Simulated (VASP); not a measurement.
Input of a VASP 6.6.1 run:

Contents of INCAR:

```
ALGO     = Fast           # electronic algorithm
EDIFF    = 1E-6           # SCF threshold, eV
ENCUT    = 520            # plane-wave cutoff, eV
GGA      = PS             # functional
ISIF     = 2              # what is computed and relaxed
ISMEAR   = 0              # smearing method
LASPH    = T              # aspherical terms in the spheres
LCHARG   = T              # write CHGCAR
LELF     = T              # ELF
LREAL    = F              # projectors in reciprocal space
LVHAR    = T            
LWAVE    = F              # write WAVECAR
NBANDS   = 18             # bands
NELM     = 100            # most SCF steps
PREC     = Accurate       # precision mode
SIGMA    = 0.15           # smearing width, eV
```

The input KPOINTS:

```
k-points
0
Gamma
  12 12 12
```

The input POSCAR:

```
TiAl3
1.0
    3.9483448106      0.0000000000      0.0000000000
    0.0000000000      3.9483448106      0.0000000000
    0.0000000000      0.0000000000      3.9483448106
Ti Al
1 3
Direct
    0.0000000000      0.0000000000      0.0000000000
    0.4841705821      0.5000000000      0.0000000000
    0.4841705821      0.0000000000      0.5000000000
   -0.0158294179      0.5000000000      0.5000000000
```

Potentials or basis: VASP PAW PBE potentials, release 64 (Ti_sv, Al).

The run is started by

```bash
$ cat potpaw_PBE.64/Ti_sv/POTCAR potpaw_PBE.64/Al/POTCAR > POTCAR
$ mpirun -np 1 vasp_std > vasp.out
```

Problem. Estimate the largest force.

Solution. 0.580 eV/Å.

Problem. What does it give for the band gap on the k mesh?

Solution. Zero (an odd number of electrons rules out a gap without spin polarisation).

Forces in eV/Å, atoms in the order of the input:
```
Ti  -0.580  0.000  0.000
Al   0.258  0.000  0.000
Al   0.258  0.000  0.000
Al   0.064  0.000  0.000
```

Caveat: the cell differs from its parent crystal (all Al atoms moved +0.062 Å, as atom 2 towards its neighbour atom 2 (Al) at 3.948 Å); the PAW data sets were made with another functional, which shifts forces and pressure a little.
